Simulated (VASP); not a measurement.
Runs of VASP 6.6.1 on BN. The structure is that of space group Fmm2 (No. 42), or close to it. The cells are those of the table. 

```tsv
cell	gap on the mesh (eV)	pressure (GPa)	largest force (eV/Å)
a = 3.884, b = 2.527, c = 3.474 Å, angles 78.9, 39.7, 61.4°, 2 atoms	3.34	-11.2	0.33
a = 3.926, b = 2.518, c = 3.514 Å, angles 79.3, 39.1, 61.6°, 2 atoms	3.50	-6.6	0.21
a = 3.898, b = 2.524, c = 3.487 Å, angles 79.1, 39.5, 61.4°, 2 atoms	(b)	-9.7	0.30
a = 3.871, b = 2.531, c = 3.461 Å, angles 78.8, 39.9, 61.3°, 2 atoms	(a)	-12.6	0.36
a = 4.038, b = 2.493, c = 3.621 Å, angles 80.4, 37.5, 62.1°, 2 atoms	3.70	7.4	0.29
a = 4.066, b = 2.487, c = 3.648 Å, angles 80.6, 37.1, 62.3°, 2 atoms	(c)	11.4	0.46
a = 4.095, b = 2.480, c = 3.676 Å, angles 80.9, 36.7, 62.4°, 2 atoms	3.75	15.5	0.66
a = 4.010, b = 2.499, c = 3.594 Å, angles 80.1, 37.9, 62.0°, 2 atoms	(d)	3.6	0.13
```

Alike in all rows: task single point; level PBE+D3(BJ); potentials or basis VASP PAW PBE potentials, release 64 (B, N); no spin polarisation; k mesh 12 × 12 × 12; cutoff (eV) 520; smearing gaussian 0.05 eV.

Fill in the values left out.

(a) 3.28; (b) 3.40; (c) 3.73; (d) 3.68.

Caveats: the cell stands under tension (at least some runs); the cell stands under pressure (at least some runs).

A k mesh can miss the band edges.
